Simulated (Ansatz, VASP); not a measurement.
# Two plane-wave programs on CuGe4

INCAR

```
SYSTEM = CuGe4
  ALGO = Normal
  DIPOL = 0.5 0.5 0.328
  EDIFF = 1E-6
  ENCUT = 520
  GGA = PE
  IDIPOL = 3
  ISIF = 2
  ISMEAR = 0
  IVDW = 12
  LASPH = .True.
  LCHARG = .False.
  LDIPOL = .True.
  LREAL = .False.
  LWAVE = .False.
  NBANDS = 42
  NELM = 80
  PREC = Accurate
  SIGMA = 0.1
```

KPOINTS

```
k-points
0
Gamma
  9 9 1
  0 0 0
```

POSCAR

```
CuGe4
1.0
    4.0303587907      0.0000000000      0.0000000000
   -2.0151793953      3.4903930991      0.0000000000
    0.0000000000      0.0000000000     21.5984135941
Ge Cu
4 1
Direct
    0.3333333333      0.6666666667      0.1851987871
    0.0000000000      0.0000000000      0.2232892486
    0.0000000000      0.0000000000      0.3443139717
    0.6666666667      0.3333333333      0.3795840634
    1.1111111111      0.4444444444      0.5092232143
```

Input for Ansatz:

```yaml
crystal:
  lattice:
    - [4.0303587933, 0.0, 0.0]
    - [-2.0151793967, 3.4903931014, 0.0]
    - [0.0, 0.0, 21.5984134729]
  atoms:
    - { symbol: Ge, position: [0.3333333333, 0.6666666667, 0.1851987881] }
    - { symbol: Ge, position: [0.0, 0.0, 0.2232892499] }
    - { symbol: Ge, position: [0.0, 0.0, 0.3443139757] }
    - { symbol: Ge, position: [0.6666666667, 0.3333333333, 0.3795840599] }
    - { symbol: Cu, position: [1.1111111111, 0.4444444444, 0.5092232115] }
basis:
  ecutwfc: 420
kpoints:
  mp_grid: { grid: [9, 9, 1] }
hamiltonian:
  xc: pbe
  pseudopotentials: { kind: paw, azcp: { folder: soft_1 } }
  dispersion: d3bj
scf:
  occupations: { method: gaussian, width: 0.1 }
output:
  forces: true
  eigenvalues: true
efield:
  axis: 3
  dipole_correction: true
  ramp_width: 0.04
```

Alike in both runs: task single point; functional PBE; dispersion D3(BJ); k mesh 9 × 9 × 1; occupations gaussian, width 0.1 eV; no spin polarisation.

|  | VASP | Ansatz |
| --- | --- | --- |
| version | VASP 6.6.1 | Ansatz 0.2.0 |
| potentials or method | VASP PAW PBE potentials, release 64 (Ge_d, Cu), cutoff 520 eV | scalar-relativistic, plane waves, PAW |
| valence electrons in the cell | 67 | 75 |

Ansatz gave:

```
gap on the k mesh at the Fermi level (eV) : none
rms of the force components (eV/Å)        : 0.334
```

Estimate VASP's values.

gap on the k mesh at the Fermi level (eV): none; rms of the force components (eV/Å): 0.333.

Atom by atom the forces differ by 0.001 eV/Å (rms over components). A gap of «none» marks a metal or a gap that the smearing closes. VASP's potentials hold 67 valence electrons a cell and Ansatz's 75, so a difference there can come from the potentials and not from the codes.
